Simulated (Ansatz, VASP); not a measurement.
## O in VASP and in Ansatz

Contents of INCAR:

```
SYSTEM = O
  PREC = Accurate
  ENCUT = 520
  EDIFF = 1E-8
  ISMEAR = -1
  SIGMA = 0.025
  LREAL = .FALSE.
  LASPH = .TRUE.
  NELM = 120
  ALGO = Normal
  ISIF = 2
  LWAVE = .FALSE.
  LCHARG = .FALSE.
  GGA = RP
  IVDW = 13
  LEFG = .TRUE.
  NBANDS = 13
  GGA_COMPAT = .FALSE.
```

KPOINTS

```
regular mesh
0
G
  9 9 9
  0 0 0
```

Contents of POSCAR:

```
O
1.0
    1.6749479050      0.9670316238      3.7319995200
   -1.6749479050      0.9670316238      3.7319995200
    0.0000000000     -1.9340632477      3.7319995200
O
2
Direct
    0.0546147200      0.0546147200      0.0546147200
    0.9453852800      0.9453852800      0.9453852800
```

input.yaml

```yaml
crystal:
  lattice: { a: 3.34989581, b: 3.34989581, c: 11.19599856, alpha: 90.0, beta: 90.0, gamma: 120.0 }
  space_group: 166
  setting: { hermann_mauguin: R-3m }
  reduce_to_primitive: true
  atoms:
    - { symbol: O, position: [0.0, 0.0, 0.05461472] }
kpoints:
  mp_grid: { grid: [9, 9, 9] }
scf:
  occupations: { method: fermi_dirac, width: 0.025 }
  algorithm: density_mixing
hamiltonian:
  xc: rpbe
  dispersion: d4
  pseudopotentials: { kind: all_electron, datasets: crystal }
output:
  forces: true
  stress: true
  eigenvalues: true
  efg: {}
  elf: true
  volumetric_format: npy
```

Alike in both runs: task electric field gradients; functional RPBE; dispersion D4; k mesh 9 × 9 × 9; occupations fermi-dirac, width 0.025 eV; no spin polarisation.

|  | VASP | Ansatz |
| --- | --- | --- |
| version | VASP 6.6.1 | Ansatz 0.2.0 |
| potentials or method | VASP PAW PBE potentials, release 64 (O), cutoff 520 eV | all-electron PAW datasets made for the crystal |

Ansatz gave:

| Quantity | Value |
| --- | --- |
| gap on the k mesh at the Fermi level (eV) | none |
| pressure (GPa) | -2.6 |
| traceless stress, the component that is largest in VASP (GPa) | 2.12 |
| rms of the force components (eV/Å) | 0.039 |
| size of Vzz on the site where it differs most (V/Å²) | 128.2 |

Problem. What did VASP give for the same quantities?

Solution. gap on the k mesh at the Fermi level (eV): none; pressure (GPa): -0.8; traceless stress, the component that is largest in VASP (GPa): 6.21; rms of the force components (eV/Å): 0.624; size of Vzz on the site where it differs most (V/Å²): 135.6.

VASP's potentials were made for PBE, not for RPBE. Atom by atom the forces differ by 0.663 eV/Å (rms over components). A gap of «none» marks a metal or a gap that the smearing closes. Ansatz ran all-electron here, and VASP with PAW potentials.

Noted on VASP's run: the standard files for N, O and F lose accuracy on very short bonds; spin is off for a triplet molecule. Noted on Ansatz's run: spin is off for a triplet molecule.
